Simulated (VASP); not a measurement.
Set up this calculation in VASP 6.6.1, as the native input.

| Property | Result |
| --- | --- |
| Task | single point |
| Functional | LDA |
| Potentials or basis | VASP PAW LDA potentials, release 64 (Si, C) |
| Cutoff | 600 eV |
| k mesh | 4 × 4 × 4 |
| Occupations | fermi-dirac, width 0.02 eV |
| Spin | no spin polarisation |
| Dipole correction | no |
| Further INCAR settings | ALGO = Normal; EDIFF = 1e-06; NBANDS = 11 |

The structure of SiC lies in POSCAR:

```
SiC
1.0
    2.6201228651      0.0000000000      0.0000000000
    0.0000000000      2.6201228651      0.0000000000
    0.0000000000      0.0000000000      2.6201228651
Si C
1 1
Direct
    0.0000000000      0.0000000000      0.0000000000
    0.5000000000      0.5000000000      0.5000000000
```

The input as run:

INCAR

```
  ALGO = Normal
  EDIFF = 1E-6
  ENCUT = 600
  GGA = CA
  GGA_COMPAT = F
  ISIF = 2
  ISMEAR = -1
  LASPH = T
  LCHARG = F
  LREAL = F
  LWAVE = F
  NBANDS = 11
  NELM = 120
  PREC = Accurate
  SIGMA = 0.02
```

KPOINTS

```
k-points
0
Gamma
  4 4 4
```

Potentials or basis: VASP PAW LDA potentials, release 64 (Si, C).

Launch:

```sh
$ cat potpaw_LDA.64/Si/POTCAR potpaw_LDA.64/C/POTCAR > POTCAR
$ mpirun -np 1 vasp_std > vasp.out
```

It gave:

| Property | Result |
| --- | --- |
| Pressure | -3.4 GPa |
| Band gap on the k mesh | zero (band 4 reaches 12.49 eV, above the bottom of band 5 at 9.90 eV) |

Caveat: the k points lie up to 0.60 Å⁻¹ apart.

It took 2 s on 1 thread of Intel Xeon 6975P-C, on a shared host, peak memory 0.12 GiB.
